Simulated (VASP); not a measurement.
# Li2S (Fm-3m) in VASP: a series of runs

Runs on Li2S. Level: PBEsol. Tasks: relaxation of cell and atoms.

All numbers are computed with VASP 6.6.1; they aren't measurements. Logs are shortened: lines on timing, memory, paths and dates and some standing lists are left out, and cuts for length are marked.

## 1. The cell of the first run

It takes space group Fm-3m (No. 225, cubic). The conventional cell has a = 5.655 Å, b = 5.655 Å, c = 5.655 Å, α = 90.00°, β = 90.00°, γ = 90.00°. Within 3.2 Å of Li (site symmetry -43m) lie 4 S at 2.45 Å and 6 Li at 2.83 Å. Within 3.2 Å of S (site symmetry m-3m) lie 8 Li at 2.45 Å.

## 2. Relaxation of cell and atoms, PBEsol, target pressure 2 GPa, at which the enthalpy is minimised

The input, INCAR:

```
PREC = Accurate ; ENCUT = 750
EDIFF = 1E-7 ; ISMEAR = 0
SIGMA = 0.01 ; LREAL = False
LASPH = True ; NELM = 120
ALGO = Normal ; ISIF = 3
LWAVE = False ; LCHARG = False
GGA = PS ; IBRION = 2
NSW = 100 ; EDIFFG = -0.002
PSTRESS = 20.0 ; GGA_COMPAT = False
NELMIN = 4
```

The input, KPOINTS:

```
regular mesh
0
Gamma
  8 8 8
```

The input, POSCAR:

```
Li2S
1.0
    2.8273111141      2.8273111141      0.0000000000
   -2.8273111141      2.8273111141      0.0000000000
    0.0000000000      2.8273111141      2.8273111141
Li S
2 1
Direct
    0.2500000000      0.7500000000      0.5000000000
    0.7500000000      0.2500000000      0.5000000000
    0.0000000000      0.0000000000      0.0000000000
```

Potentials or basis: VASP PAW PBE potentials, release 64 (Li_sv, S).

Run with:

```
$ cat potpaw_PBE.64/Li_sv/POTCAR potpaw_PBE.64/S/POTCAR > POTCAR
$ mpirun -np 1 vasp_std > vasp.out
```

OUTCAR:

```text
PREC = Accurate
   ENCUT = 750
   EDIFF = 1E-7
   ISMEAR = 0
   LREAL = False
   LASPH = True
   NELM = 120
   ISIF = 3
   GGA = PS
   IBRION = 2
   NSW = 100
   EDIFFG = -0.002
   PSTRESS = 20.0
   NELMIN = 4

 ion  position               nearest neighbor table
   1  0.250  0.750  0.500-   3 2.45   3 2.45   3 2.45   3 2.45
   2  0.750  0.250  0.500-   3 2.45   3 2.45   3 2.45   3 2.45
   3  0.000  0.000  0.000-   2 2.45   1 2.45   1 2.45   2 2.45   1 2.45   2 2.45   2 2.45   1 2.45

  LATTYP: Found a face centered cubic cell.
 ALAT       =     5.6546222282

  Lattice vectors:

 A1 = (   0.0000000000,   2.8273111141,   2.8273111141)
 A2 = (   2.8273111141,   0.0000000000,   2.8273111141)
 A3 = (   2.8273111141,   2.8273111141,   0.0000000000)

Analysis of symmetry for initial positions (statically):
=====================================================================
 Subroutine PRICEL returns:
 Original cell was already a primitive cell.

 Routine SETGRP: Setting up the symmetry group for a
 face centered cubic supercell.

 Subroutine GETGRP returns: Found 48 space group operations
 (whereof 48 operations were pure point group operations)
 out of a pool of 48 trial point group operations.

The static configuration has the point symmetry O_h .

Analysis of symmetry for dynamics (positions and initial velocities):
=====================================================================
 Subroutine PRICEL returns:
 Original cell was already a primitive cell.

 Routine SETGRP: Setting up the symmetry group for a
 face centered cubic supercell.

 Subroutine GETGRP returns: Found 48 space group operations
 (whereof 48 operations were pure point group operations)
 out of a pool of 48 trial point group operations.

The dynamic configuration has the point symmetry O_h .

 Subroutine INISYM returns: Found 48 space group operations
 (whereof 48 operations are pure point group operations),
 and found     1 'primitive' translations

----------------------------------------------------------------------------------------

                                     Primitive cell

  volume of cell :      45.2013

  direct lattice vectors                    reciprocal lattice vectors
     2.827311114  2.827311114  0.000000000     0.176846473  0.176846473 -0.176846473
    -2.827311114  2.827311114  0.000000000    -0.176846473  0.176846473 -0.176846473
     0.000000000  2.827311114  2.827311114     0.000000000  0.000000000  0.353692947

  length of vectors
     3.998421723  3.998421723  3.998421723     0.306307077  0.306307077  0.353692947

  position of ions in fractional coordinates (direct lattice)
     0.250000000  0.750000000  0.500000000
     0.750000000  0.250000000  0.500000000
     0.000000000  0.000000000  0.000000000

  ion indices of the primitive-cell ions
   primitive index   ion index
                 1           1
                 2           2
                 3           3

----------------------------------------------------------------------------------------

 KPOINTS: regular mesh

Automatic generation of k-mesh.
 Grid dimensions read from file:
 generate k-points for:    8    8    8

 Generating k-lattice:

  Cartesian coordinates                     Fractional coordinates (reciprocal lattice)
     0.022105809  0.022105809 -0.022105809     0.125000000  0.000000000  0.000000000
    -0.022105809  0.022105809 -0.022105809     0.000000000  0.125000000  0.000000000
     0.000000000  0.000000000  0.044211618     0.000000000  0.000000000  0.125000000

  Length of vectors
     0.038288385  0.038288385  0.044211618

  Shift w.r.t. Gamma in fractional coordinates (k-lattice)
     0.000000000  0.000000000  0.000000000

 Subroutine IBZKPT returns following result:
 ===========================================

 Found     29 irreducible k-points:

 Following reciprocal coordinates:
            Coordinates               Weight
  0.000000  0.000000  0.000000      1.000000
  0.125000  0.000000  0.000000      8.000000
  0.250000  0.000000  0.000000      8.000000
  0.375000  0.000000  0.000000      8.000000
  0.500000  0.000000  0.000000      4.000000
  0.125000  0.125000  0.000000     12.000000
[... 16 lines left out ...]
  0.375000  0.250000  0.125000     48.000000
  0.500000  0.250000  0.125000     24.000000
 [... further k-points ...]
   k-points           NKPTS =     29   k-points in BZ     NKDIM =     29   number of bands    NBANDS=     10
   number of dos      NEDOS =    301   number of ions     NIONS =      3
   total plane-waves  NPLWV =  46656
   dimension x,y,z NGX =    36 NGY =   36 NGZ =   36
   dimension x,y,z NGXF=    72 NGYF=   72 NGZF=   72
   ions per type =               2   1
   NGX,Y,Z   is equivalent  to a cutoff of  14.97, 14.97, 14.97 a.u.
   NGXF,Y,Z  is equivalent  to a cutoff of  29.94, 29.94, 29.94 a.u.
 SYSTEM =  unknown system
   PREC   = accura    normal or accurate (medium, high low for compatibility)
   ISTART =      0    job   : 0-new  1-cont  2-samecut
   ICHARG =      2    charge: 1-file 2-atom 10-const
   ISPIN  =      1    spin polarized calculation?
   LNONCOLLINEAR =      F non collinear calculations
   LSORBIT =      F    spin-orbit coupling
   LASPH  =      T    aspherical Exc in radial PAW
   ENCUT  =  750.0 eV  55.12 Ry    7.42 a.u.   8.93  8.93  8.93*2*pi/ulx,y,z
   NELM   =    120;   NELMIN=  4; NELMDL= -5     # of ELM steps
   EDIFF  = 0.1E-06   stopping-criterion for ELM
   LREAL  =      F    real-space projection
   EDIFFG = -.2E-02   stopping-criterion for IOM
   NSW    =    100    number of steps for IOM
   IBRION =      2    ionic relax: 0-MD 1-quasi-New 2-CG
   NFREE  =      1    steps in history (QN), initial steepest desc. (CG)
   ISIF   =      3    stress and relaxation
   ISYM   =      2    0-nonsym 1-usesym 2-fastsym
   POTIM  = 0.5000    time-step for ionic-motion
   TEBEG  =    0.0;   TEEND  =   0.0 temperature during run
   PSTRESS=   20.0 pullay stress
   NELECT =      12.0000    total number of electrons
   NUPDOWN=      -1.0000    fix difference up-down
   EMIN   =  10.00;   EMAX   =-10.00  energy-range for DOS
   EFERMI =   0.00;   METHOD = LEGACY
   ISMEAR =     0;   SIGMA  =   0.01  broadening in eV -4-tet -1-fermi 0-gaus
   EFERMI_NEDOS =   21; number of points for ismear=-14 and -15
   IALGO  =     38    algorithm
   IMIX   =      4    mixing-type and parameters
     AMIX     =   0.40;   BMIX     =  1.00
     AMIX_MAG =   1.60;   BMIX_MAG =  1.00
  volume/ion in A,a.u.               =      15.07       101.68
  Fermi-wavevector in a.u.,A,eV,Ry     =   1.052168  1.988309 15.062424  1.107057
  Thomas-Fermi vector in A             =   2.187240
   LORBIT       =      0    0 simple, 1 ext, 2 COOP (PROOUT), +10 PAW based schemes
   GGA     = PS    functional components
   LHFCALC =     F    Hartree Fock is set to
   AEXX    =    0.0000 exact exchange contribution
   IVDW    =     0    specifies the selected vdW correction
   LEPSILON=     F    determine dielectric tensor
   LRPA    =     F    only Hartree local field effects (RPA)
 conjugate gradient relaxation of ions
 non-spin polarized calculation
 Gauss-broadening in eV      SIGMA  =   0.01
  energy-cutoff  :      750.00
  volume of cell :       45.20
 maximum number of plane-waves:      2148
   NGX = 17   NGY = 17   NGZ = 17

--------------------------------------- Ionic step        1  -------------------------------------------

 number of electron      11.9999996 magnetization

 Free energy of the ion-electron system (eV)
  ---------------------------------------------------
  ext. energy  EPLUGINS =         0.00000000
  ---------------------------------------------------
  free energy    TOTEN  =       -12.37688597 eV

  energy without entropy =      -12.37688597  energy(sigma->0) =      -12.37688597

------------------------ aborting loop because EDIFF is reached ----------------------------------------

  FORCE on cell =-STRESS in cart. coord.  units (eV):
  Direction    XX          YY          ZZ          XY          YZ          ZX
  --------------------------------------------------------------------------------------
  -------------------------------------------------------------------------------------
  Total       -0.0030630     -0.0030630     -0.0030630     -0.0000000      0.0000000     -0.0000000
  in kB       -0.1085705     -0.1085705     -0.1085705     -0.0000000      0.0000000     -0.0000000
  external PRESSURE =     -20.1085705 kB  Pullay stress =      20.0000000 kB
[... 63 lines left out ...]
  enthalpy is  TOTEN    =       -11.8233929156 eV   P V=        0.5489460042

--------------------------------------- Ionic step        3  -------------------------------------------

 number of electron      11.9999997 magnetization

 Free energy of the ion-electron system (eV)
  ---------------------------------------------------
  ext. energy  EPLUGINS =         0.00000000
  ---------------------------------------------------
  free energy    TOTEN  =       -12.36565014 eV

  energy without entropy =      -12.36565014  energy(sigma->0) =      -12.36565014

 E-fermi :   1.9992     XC(G=0):  -8.8915

 val. band max:        1.8311066201   @ k =   0.0000   0.0000   0.0000
 cond. band min:       4.9999614569   @ k =   0.5000   0.5000   0.0000
 fundamental gap:      3.1688548368
 Fermi energy:         1.9991634208

 k-point     1 :       0.0000    0.0000    0.0000
  band No.  band energies     occupation
      1     -41.5476      2.00000
      2     -41.4886      2.00000
      3      -9.3721      2.00000
      4       1.8311      2.00000
      5       1.8311      2.00000
      6       1.8311      2.00000
      7       6.2709      0.00000
      8       8.0012      0.00000
      9       8.0012      0.00000
     10       8.0012      0.00000
[... 287 lines left out ...]
 k-point    24 :       0.5000    0.2500    0.1250
  band No.  band energies     occupation
      1     -41.5166      2.00000
      2     -41.5165      2.00000
      3      -8.8014      2.00000
      4      -1.0006      2.00000
      5       0.4671      2.00000
      6       0.8201      2.00000
      7       7.6331      0.00000
      8       8.5840      0.00000
      9      10.3423      0.00000
     10      11.0205      0.00000

 [... further k-points ...]

------------------------ aborting loop because EDIFF is reached ----------------------------------------

  FORCE on cell =-STRESS in cart. coord.  units (eV):
  Direction    XX          YY          ZZ          XY          YZ          ZX
  --------------------------------------------------------------------------------------
  -------------------------------------------------------------------------------------
  Total        0.5352946      0.5352946      0.5352946      0.0000000      0.0000000     -0.0000000
  in kB       19.8041371     19.8041371     19.8041371      0.0000000      0.0000000     -0.0000000
  external PRESSURE =      -0.1958629 kB  Pullay stress =      20.0000000 kB
[... 18 lines left out ...]
  FREE ENERGIE OF THE ION-ELECTRON SYSTEM (eV)
  ---------------------------------------------------
  free  energy   TOTEN  =       -12.3656501360 eV

  energy  without entropy=      -12.3656501360  energy(sigma->0) =      -12.36565014

  enthalpy is  TOTEN    =       -11.8250614669 eV   P V=        0.5405886691

 reached required accuracy - stopping structural energy minimisation
```

It took 93 s on 1 thread of Intel Xeon 8259CL, shared host; peak memory 0.22 GiB.

What came out:

```
Free energy                                            : -12.3657 eV
Relaxed volume                                         : 14.44 Å³/atom
Relaxed cell                                           : a = 3.942 Å, b = 3.942 Å, c = 3.942 Å, α = 60.00°, β = 60.00°, γ = 90.00°
Space group after relaxing (to 0.05 Å)                 : Fm-3m (No. 225)
Energy change on relaxing (the enthalpy is what falls) : +3.7 meV/atom
Ionic steps                                            : 3
Pressure after relaxing                                : 2.0 GPa
Band gap on the k mesh                                 : 3.17 eV, indirect (least direct gap 4.44 eV)
```

The path:
```csv
step,energy change (eV),largest force (eV/Å),pressure (GPa),volume (Å³)
1,0.0000,0.0000,-0.01,45.20
2,0.0045,0.0000,1.23,43.98
3,0.0112,0.0000,1.98,43.31
```

Final structure:
```xyz
3
Lattice="2.7872 2.7872 0.0000 -2.7872 2.7872 0.0000 0.0000 2.7872 2.7872" Properties=species:S:1:pos:R:3 pbc="T T T"
Li   -1.3936    4.1808    1.3936
Li    1.3936    4.1808    1.3936
S     0.0000    2.7872    2.7872
```

Caveat: the cell is relaxed towards a set pressure, so the enthalpy falls and the energy may rise; the PAW data sets were made with another functional, which shifts forces and pressure a little. Expect the measured gap to be larger: semilocal functionals such as PBEsol lack the derivative discontinuity.

## 3. Relaxation of cell and atoms, PBEsol, target pressure 4 GPa, at which the enthalpy is minimised

The input, INCAR:

```
SYSTEM = Li2S
ALGO     = Normal         ! electronic algorithm
EDIFF    = 1E-7           ! SCF threshold, eV
EDIFFG   = -0.002         ! ionic threshold
ENCUT    = 750            ! plane-wave cutoff, eV
GGA      = PS             ! functional
GGA_COMPAT= .False.      
IBRION   = 2              ! ionic algorithm
ISIF     = 3              ! what is computed and relaxed
ISMEAR   = 0              ! smearing method
LASPH    = .True.         ! aspherical terms in the spheres
LCHARG   = .False.        ! write CHGCAR
LREAL    = .False.        ! projectors in reciprocal space
LWAVE    = .False.        ! write WAVECAR
NELM     = 120            ! most SCF steps
NELMIN   = 4            
NSW      = 100            ! ionic steps
PREC     = Accurate       ! precision mode
PSTRESS  = 40.0         
SIGMA    = 0.01           ! smearing width, eV
```

The input, KPOINTS:

```
k-points
0
Gamma
  8 8 8
  0 0 0
```

POSCAR is that of step 2.

Potentials or basis: VASP PAW PBE potentials, release 64 (Li_sv, S).

Run with:

```
$ cat potpaw_PBE.64/Li_sv/POTCAR potpaw_PBE.64/S/POTCAR > POTCAR
$ mpirun -np 1 vasp_std > vasp.out
```

It took 2.4 min on 1 thread of Intel Xeon 8259CL, shared host; peak memory 0.21 GiB.

It converged, with:

| Quantity | Value |
| --- | --- |
| Free energy | -12.3363 eV |
| Relaxed volume | 13.91 Å³/atom |
| Relaxed cell | a = 3.893 Å, b = 3.893 Å, c = 3.893 Å, α = 60.00°, β = 60.00°, γ = 90.00° |
| Space group after relaxing (to 0.05 Å) | Fm-3m (No. 225) |
| Energy change on relaxing (the enthalpy is what falls) | +13.5 meV/atom |
| Ionic steps | 5 |
| Pressure after relaxing | 4.0 GPa |
| Band gap on the k mesh | 3.13 eV, indirect (least direct gap 4.64 eV) |

Step by step:
| step | energy change (eV) | largest force (eV/Å) | pressure (GPa) | volume (Å³) |
| --- | --- | --- | --- | --- |
| 1 | 0.0000 | 0.0000 | -0.01 | 45.20 |
| 2 | 0.0188 | 0.0000 | 2.61 | 42.78 |
| 3 | 0.0393 | 0.0000 | 3.93 | 41.77 |
| 4 | 0.0410 | 0.0000 | 4.03 | 41.70 |
| 5 | 0.0406 | 0.0000 | 4.00 | 41.72 |

Final structure:
```yaml
crystal:
  lattice:
    - [2.75274, 2.75274, 0.00000]
    - [-2.75274, 2.75274, 0.00000]
    - [0.00000, 2.75274, 2.75274]
  atoms:
    - { symbol: Li, position: [0.25000, 0.75000, 0.50000] }
    - { symbol: Li, position: [0.75000, 0.25000, 0.50000] }
    - { symbol: S, position: [0.00000, 0.00000, 0.00000] }
```

Levels at points of the mesh, in eV from the valence-band top:
| k point | band 4 | band 5 | band 6 | band 7 | band 8 | band 9 |
| --- | --- | --- | --- | --- | --- | --- |
| (0.00, 0.00, 0.00) | 0.00 | 0.00 | 0.00 | 4.64 | 6.17 | 6.17 |
| (0.50, 0.00, 0.00) | -3.28 | -0.59 | -0.59 | 6.49 | 6.51 | 6.51 |
| (0.50, 0.50, 0.00) | -2.42 | -1.66 | -1.66 | 3.13 | 7.30 | 11.73 |

Caveat: the cell is relaxed towards a set pressure, so the enthalpy falls and the energy may rise; the PAW data sets were made with another functional, which shifts forces and pressure a little.

## 4. Relaxation of cell and atoms, PBEsol, target pressure 7 GPa, at which the enthalpy is minimised

The input, INCAR:

```
  ALGO = Normal
  EDIFF = 1E-7
  EDIFFG = -0.002
  ENCUT = 750
  GGA = PS
  GGA_COMPAT = False
  IBRION = 2
  ISIF = 3
  ISMEAR = 0
  LASPH = True
  LCHARG = False
  LREAL = False
  LWAVE = False
  NELM = 120
  NELMIN = 4
  NSW = 100
  PREC = Accurate
  PSTRESS = 70.0
  SIGMA = 0.01
```

The input, KPOINTS:

```
k-points
0
Gamma
  8 8 8
```

POSCAR is that of step 3.

Run with:

```
$ cat potpaw_PBE.64/Li_sv/POTCAR potpaw_PBE.64/S/POTCAR > POTCAR
$ mpirun -np 1 vasp_std > vasp.out
```

Run time: 2.3 min. Hardware: 1 thread of Intel Xeon 8259CL, shared host; peak memory 0.22 GiB.

Results (log left out):

* Free energy: -12.2704 eV
* Relaxed volume: 13.26 Å³/atom
* Relaxed cell: a = 3.832 Å, b = 3.832 Å, c = 3.832 Å, α = 60.00°, β = 60.00°, γ = 90.00°
* Space group after relaxing (to 0.05 Å): Fm-3m (No. 225)
* Energy change on relaxing (the enthalpy is what falls): +35.5 meV/atom
* Ionic steps: 5
* Pressure after relaxing: 7.0 GPa
* Band gap on the k mesh: 3.08 eV, indirect (least direct gap 4.86 eV)

The path:
```csv
step,energy change (eV),largest force (eV/Å),pressure (GPa),volume (Å³)
1,0.0000,0.0000,-0.01,45.20
2,0.0601,0.0000,5.01,41.02
3,0.1028,0.0000,6.86,39.87
4,0.1073,0.0000,7.04,39.76
5,0.1065,0.0000,7.00,39.78
```

Final structure:
```yaml
crystal:
  lattice:
    - [2.70949, 2.70949, 0.00000]
    - [-2.70949, 2.70949, 0.00000]
    - [0.00000, 2.70949, 2.70949]
  atoms:
    - { symbol: Li, position: [0.25000, 0.75000, 0.50000] }
    - { symbol: Li, position: [0.75000, 0.25000, 0.50000] }
    - { symbol: S, position: [0.00000, 0.00000, 0.00000] }
```

Levels at points of the mesh, in eV from the valence-band top:
```tsv
k point	band 4	band 5	band 6	band 7	band 8	band 9
(0.00, 0.00, 0.00)	0.00	0.00	0.00	4.91	6.17	6.17
(0.50, 0.00, 0.00)	-3.46	-0.64	-0.64	6.51	6.51	6.73
(0.50, 0.50, 0.00)	-2.53	-1.78	-1.78	3.08	7.42	12.09
```

Caveat: the cell is relaxed towards a set pressure, so the enthalpy falls and the energy may rise; the PAW data sets were made with another functional, which shifts forces and pressure a little.

## 5. Summary

```tsv
cell	gap on the mesh (eV)	pressure (GPa)
relaxed to 2 GPa	3.17	2.0
relaxed to 4 GPa	3.13	4.0
relaxed to 7 GPa	3.08	7.0
```

Alike in all rows: task relaxation of cell and atoms; level PBEsol; potentials or basis VASP PAW PBE potentials, release 64 (Li_sv, S); no spin polarisation; k mesh 8 × 8 × 8; cutoff (eV) 750; smearing gaussian 0.01 eV.

Caveats: the cell is relaxed towards a set pressure, so the enthalpy falls and the energy may rise; the PAW data sets were made with another functional, which shifts forces and pressure a little.

Total energies depend on the potentials used, so only differences within one code and one set of settings carry meaning.
